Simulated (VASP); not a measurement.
A run of VASP 6.6.1 is set up as follows.

File POSCAR:

```
PbS
1.0
    2.9546857060     -2.9689146782      0.2885111679
    2.9546857060      2.9689146782      0.2885111679
   -0.5835654437      0.0000000000      5.9261898233
Pb S
2 2
Direct
    0.7499848511      0.7499848511      0.7500022177
    0.2500151489      0.2500151489      0.2499977823
    0.2500793338      0.2500793338      0.7500269652
    0.7499206662      0.7499206662      0.2499730348
```

INCAR.step1

```
PREC = Accurate
ENCUT = 520
ISMEAR = 0
SIGMA = 0.01
LREAL = F
LASPH = T
NELM = 100
NBANDS = 28
GGA = PE
ALGO = Normal
EDIFF = 1E-4
LWAVE = T
LCHARG = F
```

File INCAR.step2:

```
PREC = Accurate
ENCUT = 520
EDIFF = 1E-7
ISMEAR = 0
SIGMA = 0.01
LREAL = F
LASPH = T
NELM = 100
ALGO = Normal
ISIF = 2
LWAVE = F
LCHARG = T
METAGGA = R2SCAN
LMIXTAU = T
LELF = T
LVHAR = T
NBANDS = 28
ISTART = 1
```

The input KPOINTS:

```
Automatic mesh
0
Gamma
  6 6 4
```

Potentials or basis: VASP PAW PBE potentials, release 64 (Pb_d, S).

Launch:

```console
$ cat potpaw_PBE.64/Pb_d/POTCAR potpaw_PBE.64/S/POTCAR > POTCAR
$ cp INCAR.step1 INCAR
$ mpirun -np 1 vasp_std > vasp.out
$ cp INCAR.step2 INCAR
$ mpirun -np 1 vasp_std > vasp.out
```

Task: Estimate the band gap on the k mesh.

Result: 0.64 eV.

Task: What does it give for the pressure?

Result: 1.0 GPa.

Caveat: the PAW data sets were made with another functional, which shifts forces and pressure a little; spin-orbit coupling is left out, which moves the levels of the heavy elements. A k mesh can miss the band edges.
